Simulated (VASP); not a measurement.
# AlN (Cmcm) in VASP: a series of runs

Runs on AlN. Level: LDA. Tasks: single point.

Everything below comes from runs of VASP 6.6.1. Logs are shortened: lines on timing, memory, paths and dates and some standing lists are left out, and cuts for length are marked.

**1. The cell of the first run**

It takes space group Cmcm (No. 63, orthorhombic). The conventional cell has a = 3.246 Å, b = 5.737 Å, c = 4.188 Å, α = 90.00°, β = 90.00°, γ = 90.00°. Within 2.5 Å of Al (site symmetry m2m) lie 5 N at 1.88 to 2.09 Å. N (site symmetry m2m) has 5 Al at 1.88 to 2.09 Å within 2.5 Å.

**2. Single point, LDA (strain -0.0200 x Voigt [1, 0, 0, 0, 0, 0])**

INCAR reads:

```
PREC     = Accurate       # precision mode
ENCUT    = 600            # plane-wave cutoff, eV
EDIFF    = 1E-6           # SCF threshold, eV
ISMEAR   = 0              # smearing method
SIGMA    = 0.05           # smearing width, eV
LREAL    = F              # projectors in reciprocal space
LASPH    = T              # aspherical terms in the spheres
NELM     = 120            # most SCF steps
ALGO     = Normal         # electronic algorithm
ISIF     = 2              # what is computed and relaxed
LWAVE    = F              # write WAVECAR
LCHARG   = F              # write CHGCAR
GGA      = CA             # functional
NBANDS   = 16             # bands
GGA_COMPAT= F
```

KPOINTS reads:

```
Automatic mesh
0
Gamma
  9 9 6
```

POSCAR reads:

```
AlN
1.0
    3.2458734270      0.0000000000      0.0000000000
   -1.6229367135      2.8683763727      0.0000000000
    0.0000000000      0.0000000000      4.1875630000
Al N
2 2
Direct
    0.3333333333      0.6666666667      0.7500000000
    0.6666666667      0.3333333333      0.2500000000
    0.3333333333      0.6666666667      0.2500000000
    0.6666666667      0.3333333333      0.7500000000
```

Potentials or basis: VASP PAW LDA potentials, release 64 (Al, N).

On the command line:

```
$ cat potpaw_LDA.64/Al/POTCAR potpaw_LDA.64/N/POTCAR > POTCAR
$ mpirun -np 1 vasp_std > vasp.out
```

OUTCAR:

```text
PREC = Accurate
   ENCUT = 600
   EDIFF = 1E-6
   ISMEAR = 0
   LREAL = F
   LASPH = T
   NELM = 120
   ISIF = 2
   GGA = CA

 ion  position               nearest neighbor table
   1  0.333  0.667  0.750-   4 1.88   4 1.88   4 1.91   3 2.09   3 2.09   2 2.82   2 2.82   2 2.82
                             2 2.82   2 2.84   2 2.84
   2  0.667  0.333  0.250-   3 1.88   3 1.88   3 1.91   4 2.09   4 2.09   1 2.82   1 2.82   1 2.82
                             1 2.82   1 2.84   1 2.84
   3  0.333  0.667  0.250-   2 1.88   2 1.88   2 1.91   1 2.09   1 2.09
   4  0.667  0.333  0.750-   1 1.88   1 1.88   1 1.91   2 2.09   2 2.09

  LATTYP: Found a base centered orthorhombic cell.
 ALAT       =     3.2458734270
 B/A-ratio  =     1.7673987832
 C/A-ratio  =     1.2901190062

  Lattice vectors:

 A1 = (   1.6229367135,  -2.8683763727,   0.0000000000)
 A2 = (   1.6229367135,   2.8683763727,   0.0000000000)
 A3 = (   0.0000000000,   0.0000000000,   4.1875630000)

Analysis of symmetry for initial positions (statically):
=====================================================================
 Subroutine PRICEL returns:
 Original cell was already a primitive cell.

 Routine SETGRP: Setting up the symmetry group for a
 base centered orthorhombic supercell.

 Subroutine GETGRP returns: Found  8 space group operations
 (whereof  4 operations were pure point group operations)
 out of a pool of  8 trial point group operations.

The static configuration has the point symmetry C_2h.
 The point group associated with its full space group is D_2h.

Analysis of symmetry for dynamics (positions and initial velocities):
=====================================================================
 Subroutine PRICEL returns:
 Original cell was already a primitive cell.

 Routine SETGRP: Setting up the symmetry group for a
 base centered orthorhombic supercell.

 Subroutine GETGRP returns: Found  8 space group operations
 (whereof  4 operations were pure point group operations)
 out of a pool of  8 trial point group operations.

The dynamic configuration has the point symmetry C_2h.
 The point group associated with its full space group is D_2h.

 Subroutine INISYM returns: Found  8 space group operations
 (whereof  4 operations are pure point group operations),
 and found     1 'primitive' translations

----------------------------------------------------------------------------------------

                                     Primitive cell

[... 91 lines left out ...]
   LASPH  =      T    aspherical Exc in radial PAW
   ENCUT  =  600.0 eV  44.10 Ry    6.64 a.u.   6.48  6.58  8.36*2*pi/ulx,y,z
   NELM   =    120;   NELMIN=  2; NELMDL= -5     # of ELM steps
   EDIFF  = 0.1E-05   stopping-criterion for ELM
   LREAL  =      F    real-space projection
   EDIFFG = 0.1E-04   stopping-criterion for IOM
   NSW    =      0    number of steps for IOM
   IBRION =     -1    ionic relax: 0-MD 1-quasi-New 2-CG
   NFREE  =      0    steps in history (QN), initial steepest desc. (CG)
   ISIF   =      2    stress and relaxation
   ISYM   =      2    0-nonsym 1-usesym 2-fastsym
   POTIM  = 0.5000    time-step for ionic-motion
   TEBEG  =    0.0;   TEEND  =   0.0 temperature during run
   PSTRESS=    0.0 pullay stress
   NELECT =      16.0000    total number of electrons
   NUPDOWN=      -1.0000    fix difference up-down
   EMIN   =  10.00;   EMAX   =-10.00  energy-range for DOS
   EFERMI =   0.00;   METHOD = LEGACY
   ISMEAR =     0;   SIGMA  =   0.05  broadening in eV -4-tet -1-fermi 0-gaus
   EFERMI_NEDOS =   21; number of points for ismear=-14 and -15
   IALGO  =     38    algorithm
   IMIX   =      4    mixing-type and parameters
     AMIX     =   0.40;   BMIX     =  1.00
     AMIX_MAG =   1.60;   BMIX_MAG =  1.00
  volume/ion in A,a.u.               =       9.75        65.78
  Fermi-wavevector in a.u.,A,eV,Ry     =   1.216574  2.298991 20.137328  1.480052
  Thomas-Fermi vector in A             =   2.351923
   LORBIT       =      0    0 simple, 1 ext, 2 COOP (PROOUT), +10 PAW based schemes
   GGA     = CA    functional components
   LHFCALC =     F    Hartree Fock is set to
   AEXX    =    0.0000 exact exchange contribution
   IVDW    =     0    specifies the selected vdW correction
   LEPSILON=     F    determine dielectric tensor
   LRPA    =     F    only Hartree local field effects (RPA)
 non-spin polarized calculation
 Gauss-broadening in eV      SIGMA  =   0.05
  energy-cutoff  :      600.00
  volume of cell :       38.99
 maximum number of plane-waves:      1327
 NGX is ok and might be reduce to    28
   NGX = 13   NGY = 13   NGZ = 17

 number of electron      16.0000000 magnetization

 Free energy of the ion-electron system (eV)
  ---------------------------------------------------
  ext. energy  EPLUGINS =         0.00000000
  ---------------------------------------------------
  free energy    TOTEN  =       -32.46080576 eV

  energy without entropy =      -32.46080576  energy(sigma->0) =      -32.46080576

 E-fermi :   8.1911     XC(G=0): -11.5786

 val. band max:        7.9540985472   @ k =   0.0000   0.0000   0.0000
 cond. band min:      11.3617930421   @ k =   0.0000   0.0000   0.0000
 fundamental gap:      3.4076944949
 Fermi energy:         8.1911302760

 k-point     1 :       0.0000    0.0000    0.0000
  band No.  band energies     occupation
      1      -8.8652      2.00000
      2      -5.0920      2.00000
      3       0.8698      2.00000
      4       4.5737      2.00000
      5       4.6629      2.00000
      6       6.2046      2.00000
[... 433 lines left out ...]
      3       1.3253      2.00000
      4       2.8587      2.00000
      5       3.5262      2.00000
      6       3.5574      2.00000
[... 8 lines left out ...]
     15      20.8926      0.00000
     16      21.0109      0.00000

 [... further k-points ...]
[... 5 lines left out ...]
  --------------------------------------------------------------------------------------
  -------------------------------------------------------------------------------------
  Total        0.2102390     -1.5189393     -1.4943090      0.0000000     -0.0000000      0.0000000
  in kB        8.6396225    -62.4197374    -61.4075736      0.0000000     -0.0000000      0.0000000
  external PRESSURE =     -38.3958962 kB  Pullay stress =       0.0000000 kB

 VOLUME and BASIS-vectors are now :
 -----------------------------------------------------------------------------
  energy-cutoff  :      600.00
  volume of cell :       38.99
      direct lattice vectors                 reciprocal lattice vectors
     3.245873427  0.000000000  0.000000000     0.308083486  0.174314642  0.000000000
    -1.622936713  2.868376373  0.000000000     0.000000000  0.348629284  0.000000000
     0.000000000  0.000000000  4.187563000     0.000000000  0.000000000  0.238802377

 POSITION                                       TOTAL-FORCE (eV/Angst)
 -----------------------------------------------------------------------------------
     -0.00000      1.91225      3.14067         0.000000      0.227154      0.000000
      1.62294      0.95613      1.04689        -0.000000     -0.227154     -0.000000
     -0.00000      1.91225      1.04689         0.000000      0.278488      0.000000
      1.62294      0.95613      3.14067        -0.000000     -0.278488     -0.000000
 -----------------------------------------------------------------------------------
    total drift:                               -0.000000      0.000000     -0.000000

  FREE ENERGIE OF THE ION-ELECTRON SYSTEM (eV)
  ---------------------------------------------------
  free  energy   TOTEN  =       -32.4608057577 eV

  energy  without entropy=      -32.4608057577  energy(sigma->0) =      -32.46080576
```

OSZICAR:

```text
N       E                     dE             d eps       ncg     rms          rms(c)
DAV:   1     0.423654124897E+02    0.42365E+02   -0.80290E+03  3216   0.101E+03
DAV:   2    -0.340364945172E+02   -0.76402E+02   -0.69998E+02  4656   0.188E+02
DAV:   3    -0.373054921483E+02   -0.32690E+01   -0.32577E+01  3864   0.392E+01
DAV:   4    -0.373223132009E+02   -0.16821E-01   -0.16819E-01  3896   0.337E+00
DAV:   5    -0.373224834012E+02   -0.17020E-03   -0.17020E-03  3760   0.330E-01    0.119E+01
DAV:   6    -0.325862721418E+02    0.47362E+01   -0.98450E+00  3528   0.231E+01    0.405E+00
DAV:   7    -0.325229210104E+02    0.63351E-01   -0.55071E-01  4128   0.497E+00    0.273E+00
DAV:   8    -0.324644439758E+02    0.58477E-01   -0.93017E-02  3376   0.249E+00    0.525E-01
DAV:   9    -0.324606928064E+02    0.37512E-02   -0.99426E-03  3784   0.754E-01    0.238E-01
DAV:  10    -0.324608801316E+02   -0.18733E-03   -0.79047E-04  3760   0.196E-01    0.159E-01
DAV:  11    -0.324608063680E+02    0.73764E-04   -0.10846E-04  3720   0.800E-02    0.276E-02
DAV:  12    -0.324608057577E+02    0.61029E-06   -0.18089E-06  3584   0.102E-02
   1 F= -.32460806E+02 E0= -.32460806E+02  d E =-.100830E-13
```

Wall time 27 s (1 thread of Intel Xeon 6975P-C (Granite Rapids), shared host); peak memory 0.18 GiB.

Results:

```yaml
Free_energy: -32.4608 eV
Pressure: -3.8 GPa
Largest_force: 0.278 eV/Å
Band_gap_on_the_k_mesh: 3.41 eV, direct
```

Forces in eV/Å, atoms in the order of the input:
```
Al   0.000  0.227  0.000
Al   0.000 -0.227  0.000
N    0.000  0.278  0.000
N    0.000 -0.278  0.000
```

Levels at points of the mesh, in eV from the valence-band top:
| k point | band 4 | band 5 | band 6 | band 7 | band 8 | band 9 | band 10 | band 11 | band 12 | band 13 |
| --- | --- | --- | --- | --- | --- | --- | --- | --- | --- | --- |
| (0.00, 0.00, 0.00) | -3.38 | -3.29 | -1.75 | -1.65 | 0.00 | 3.41 | 4.41 | 8.04 | 8.33 | 11.00 |
| (0.00, 0.00, 0.50) | -3.76 | -2.60 | -2.60 | -2.51 | -2.51 | 5.66 | 5.66 | 8.23 | 8.23 | 8.55 |

Caveat: the cell differs from its parent crystal (strain -0.0200 x Voigt [1, 0, 0, 0, 0, 0]).

**3. Single point, LDA (strain -0.0100 x Voigt [1, 0, 0, 0, 0, 0])**

INCAR reads:

```
PREC = Accurate
ENCUT = 600
EDIFF = 1E-6
ISMEAR = 0
SIGMA = 0.05
LREAL = False
LASPH = True
NELM = 120
ALGO = Normal
ISIF = 2
LWAVE = False
LCHARG = False
GGA = CA
NBANDS = 16
GGA_COMPAT = False
```

KPOINTS reads:

```
regular mesh
0
Gamma
  9 9 6
```

Edit POSCAR of step 2 so:

```diff
@@ -2,4 +2,4 @@
 1.0
-    3.2458734270      0.0000000000      0.0000000000
-   -1.6229367135      2.8683763727      0.0000000000
+    3.2789945844      0.0000000000      0.0000000000
+   -1.6394972922      2.8683763727      0.0000000000
     0.0000000000      0.0000000000      4.1875630000
```

Potentials or basis: VASP PAW LDA potentials, release 64 (Al, N).

On the command line:

```
$ cat potpaw_LDA.64/Al/POTCAR potpaw_LDA.64/N/POTCAR > POTCAR
$ mpirun -np 1 vasp_std > vasp.out
```

Run time: 27 s. Hardware: 1 thread of Intel Xeon 6975P-C (Granite Rapids), shared host; peak memory 0.18 GiB.

Results (log left out):

- Free energy: -32.4576 eV
- Pressure: -6.2 GPa
- Largest force: 0.133 eV/Å
- Band gap on the k mesh: 3.35 eV, direct

Forces on the atoms (eV/Å):
```
Al   0.000  0.107  0.000
Al   0.000 -0.107  0.000
N    0.000  0.133  0.000
N    0.000 -0.133  0.000
```

Stress tensor (GPa, compression positive):
```
-3.83  0.00  0.00
 0.00 -7.25  0.00
 0.00  0.00 -7.40
```

Levels at points of the mesh, in eV from the valence-band top:
```tsv
k point	band 5	band 6	band 7	band 8	band 9	band 10	band 11	band 12
(0.00, 0.00, 0.00)	-3.28	-1.68	-1.63	0.00	3.35	4.33	8.04	8.18
(0.00, 0.00, 0.50)	-2.54	-2.54	-2.50	-2.50	5.62	5.62	8.23	8.23
```

Caveat: the cell differs from its parent crystal (strain -0.0100 x Voigt [1, 0, 0, 0, 0, 0]). A k mesh can miss the band edges.

**4. Single point, LDA (strain +0.0050 x Voigt [1, 0, 0, 0, 0, 0])**

INCAR reads:

```
SYSTEM = AlN
ALGO = Normal
EDIFF = 1E-6
ENCUT = 600
GGA_COMPAT = .FALSE.
ISIF = 2
ISMEAR = 0
LASPH = .TRUE.
LCHARG = .TRUE.
LELF = .TRUE.
LREAL = .FALSE.
LVHAR = .TRUE.
LWAVE = .FALSE.
NBANDS = 16
NELM = 120
PREC = Accurate
SIGMA = 0.05
```

KPOINTS reads:

```
k-points
0
G
  9 9 6
  0 0 0
```

Edit POSCAR of step 3 so:

```diff
@@ -2,4 +2,4 @@
 1.0
-    3.2789945844      0.0000000000      0.0000000000
-   -1.6394972922      2.8683763727      0.0000000000
+    3.3286763205      0.0000000000      0.0000000000
+   -1.6643381603      2.8683763727      0.0000000000
     0.0000000000      0.0000000000      4.1875630000
```

On the command line:

```
$ cat potpaw_LDA.64/Al/POTCAR potpaw_LDA.64/N/POTCAR > POTCAR
$ mpirun -np 1 vasp_std > vasp.out
```

Run time: 32 s. Hardware: 1 thread of Intel Xeon 6975P-C (Granite Rapids), shared host; peak memory 0.18 GiB.

It converged, with:

| Item | Value |
| --- | --- |
| Free energy | -32.4320 eV |
| Pressure | -9.3 GPa |
| Largest force | 0.062 eV/Å |
| Band gap on the k mesh | 3.25 eV, direct |

Forces on the atoms (eV/Å):
```
Al   0.000 -0.049  0.000
Al   0.000  0.049  0.000
N    0.000 -0.062  0.000
N    0.000  0.062  0.000
```

Stress tensor (GPa, compression positive):
```
-10.15   0.00   0.00
  0.00  -8.54   0.00
  0.00   0.00  -9.21
```

Levels at points of the mesh, in eV from the valence-band top:
| k point | band 5 | band 6 | band 7 | band 8 | band 9 | band 10 | band 11 | band 12 |
| --- | --- | --- | --- | --- | --- | --- | --- | --- |
| (0.00, 0.00, 0.00) | -3.25 | -1.59 | -1.57 | 0.00 | 3.25 | 4.20 | 7.98 | 8.05 |
| (0.00, 0.00, 0.50) | -2.47 | -2.47 | -2.45 | -2.45 | 5.55 | 5.55 | 8.18 | 8.18 |

Caveat: the cell differs from its parent crystal (strain +0.0050 x Voigt [1, 0, 0, 0, 0, 0]).

**5. Single point, LDA (strain +0.0100 x Voigt [1, 0, 0, 0, 0, 0])**

Edit INCAR of step 4 so:

```diff
@@ -4,2 +4,3 @@
 ENCUT = 600
+GGA = CA
 GGA_COMPAT = .FALSE.
```

KPOINTS is that of step 4.

Edit POSCAR of step 4 so:

```diff
@@ -2,4 +2,4 @@
 1.0
-    3.3286763205      0.0000000000      0.0000000000
-   -1.6643381603      2.8683763727      0.0000000000
+    3.3452368992      0.0000000000      0.0000000000
+   -1.6726184496      2.8683763727      0.0000000000
     0.0000000000      0.0000000000      4.1875630000
```

On the command line:

```
$ cat potpaw_LDA.64/Al/POTCAR potpaw_LDA.64/N/POTCAR > POTCAR
$ mpirun -np 1 vasp_std > vasp.out
```

Run time: 31 s. Hardware: 1 thread of Intel Xeon 6975P-C (Granite Rapids), shared host; peak memory 0.19 GiB.

Results (log left out):

| Item | Value |
| --- | --- |
| Free energy | -32.4184 eV |
| Pressure | -10.3 GPa |
| Largest force | 0.120 eV/Å |
| Band gap on the k mesh | 3.22 eV, direct |

Forces on the atoms (eV/Å):
```
Al   0.000 -0.095  0.000
Al   0.000  0.095  0.000
N    0.000 -0.120  0.000
N    0.000  0.120  0.000
```

Stress tensor (GPa, compression positive):
```
-12.14   0.00   0.00
  0.00  -8.98   0.00
  0.00   0.00  -9.86
```

Levels at points of the mesh, in eV from the valence-band top:
```
           k point  band 5  band 6  band 7  band 8  band 9  band 10  band 11  band 12
(0.00, 0.00, 0.00)   -3.22   -1.58   -1.54    0.00    3.22     4.16     7.91     8.06
(0.00, 0.00, 0.50)   -2.46   -2.46   -2.42   -2.42    5.52     5.52     8.11     8.11
```

Caveat: the cell differs from its parent crystal (strain +0.0100 x Voigt [1, 0, 0, 0, 0, 0]).

**6. Single point, LDA (strain +0.0200 x Voigt [1, 0, 0, 0, 0, 0])**

INCAR reads:

```
SYSTEM = AlN
PREC = Accurate
ENCUT = 600
EDIFF = 1E-6
ISMEAR = 0
SIGMA = 0.05
LREAL = .False.
LASPH = .True.
NELM = 120
ALGO = Normal
ISIF = 2
LWAVE = .False.
LCHARG = .False.
NBANDS = 16
GGA_COMPAT = .False.
```

KPOINTS reads:

```
Automatic mesh
0
Gamma
  9 9 6
  0 0 0
```

Edit POSCAR of step 5 so:

```diff
@@ -2,4 +2,4 @@
 1.0
-    3.3452368992      0.0000000000      0.0000000000
-   -1.6726184496      2.8683763727      0.0000000000
+    3.3783580567      0.0000000000      0.0000000000
+   -1.6891790283      2.8683763727      0.0000000000
     0.0000000000      0.0000000000      4.1875630000
```

Potentials or basis: VASP PAW LDA potentials, release 64 (Al, N).

On the command line:

```
$ cat potpaw_LDA.64/Al/POTCAR potpaw_LDA.64/N/POTCAR > POTCAR
$ mpirun -np 1 vasp_std > vasp.out
```

It took 35 s on 1 thread of Intel Xeon 6975P-C (Granite Rapids), shared host; peak memory 0.19 GiB.

The run converged. Its results:

| Quantity | Value |
| --- | --- |
| Free energy | -32.3842 eV |
| Pressure | -12.2 GPa |
| Largest force | 0.230 eV/Å |
| Band gap on the k mesh | 3.16 eV, direct |

Forces on the atoms (eV/Å):
```
Al   0.000 -0.179  0.000
Al   0.000  0.179  0.000
N    0.000 -0.230  0.000
N    0.000  0.230  0.000
```

Stress tensor (GPa, compression positive):
```
-15.79   0.00   0.00
  0.00  -9.71   0.00
  0.00   0.00 -11.08
```

Levels at points of the mesh, in eV from the valence-band top:
```csv
k point,band 5,band 6,band 7,band 8,band 9,band 10,band 11,band 12
"(0.00, 0.00, 0.00)",-3.17,-1.55,-1.47,0.00,3.16,4.08,7.79,8.09
"(0.00, 0.00, 0.50)",-2.43,-2.43,-2.36,-2.36,5.47,5.47,7.98,7.98
```

Caveat: the cell differs from its parent crystal (strain +0.0200 x Voigt [1, 0, 0, 0, 0, 0]). A k mesh can miss the band edges.

**7. Single point, LDA (strain +0.0175 x Voigt [1, 0, 0, 0, 0, 0])**

INCAR reads:

```
SYSTEM = AlN
  PREC = Accurate
  ENCUT = 600
  EDIFF = 1E-6
  ISMEAR = 0
  SIGMA = 0.05
  LREAL = .False.
  LASPH = .True.
  NELM = 120
  ALGO = Normal
  ISIF = 2
  LWAVE = .False.
  LCHARG = .False.
  GGA = CA
  NBANDS = 16
  GGA_COMPAT = .False.
```

KPOINTS reads:

```
regular mesh
0
Gamma
  9 9 6
  0 0 0
```

Edit POSCAR of step 6 so:

```diff
@@ -2,4 +2,4 @@
 1.0
-    3.3783580567      0.0000000000      0.0000000000
-   -1.6891790283      2.8683763727      0.0000000000
+    3.3700777673      0.0000000000      0.0000000000
+   -1.6850388836      2.8683763727      0.0000000000
     0.0000000000      0.0000000000      4.1875630000
```

On the command line:

```
$ cat potpaw_LDA.64/Al/POTCAR potpaw_LDA.64/N/POTCAR > POTCAR
$ mpirun -np 1 vasp_std > vasp.out
```

Wall time 28 s (1 thread of Intel Xeon 6975P-C (Granite Rapids), shared host); peak memory 0.19 GiB.

The run converged. Its results:

* Free energy: -32.3936 eV
* Pressure: -11.7 GPa
* Largest force: 0.203 eV/Å
* Band gap on the k mesh: 3.18 eV, direct

Forces on the atoms (eV/Å):
```
Al   0.000 -0.159  0.000
Al   0.000  0.159  0.000
N    0.000 -0.203  0.000
N    0.000  0.203  0.000
```

Stress tensor (GPa, compression positive):
```
-14.91   0.00   0.00
  0.00  -9.53   0.00
  0.00   0.00 -10.77
```

Levels at points of the mesh, in eV from the valence-band top:
```tsv
k point	band 6	band 7	band 8	band 9	band 10	band 11
(0.00, 0.00, 0.00)	-1.55	-1.48	0.00	3.18	4.10	7.82
(0.00, 0.00, 0.50)	-2.44	-2.37	-2.37	5.48	5.48	8.01
```

Caveat: the cell differs from its parent crystal (strain +0.0175 x Voigt [1, 0, 0, 0, 0, 0]). A k mesh can miss the band edges.

**8. Summary**

| cell | gap on the mesh (eV) | pressure (GPa) | largest force (eV/Å) |
| --- | --- | --- | --- |
| a = 3.246, b = 3.296, c = 4.188 Å, angles 90.0, 90.0, 119.5°, 4 atoms | 3.41 | -3.8 | 0.28 |
| a = 3.279, b = 3.304, c = 4.188 Å, angles 90.0, 90.0, 119.8°, 4 atoms | 3.35 | -6.2 | 0.13 |
| a = 3.329, b = 3.316, c = 4.188 Å, angles 90.0, 90.0, 120.1°, 4 atoms | 3.25 | -9.3 | 0.06 |
| a = 3.345, b = 3.320, c = 4.188 Å, angles 90.0, 90.0, 120.2°, 4 atoms | 3.22 | -10.3 | 0.12 |
| a = 3.378, b = 3.329, c = 4.188 Å, angles 90.0, 90.0, 120.5°, 4 atoms | 3.16 | -12.2 | 0.23 |
| a = 3.370, b = 3.327, c = 4.188 Å, angles 90.0, 90.0, 120.4°, 4 atoms | 3.18 | -11.7 | 0.20 |

Alike in all rows: task single point; level LDA; potentials or basis VASP PAW LDA potentials, release 64 (Al, N); no spin polarisation; k mesh 9 × 9 × 6; cutoff (eV) 600; smearing gaussian 0.05 eV.

Absolute energies hang on the potentials; compare differences alone.
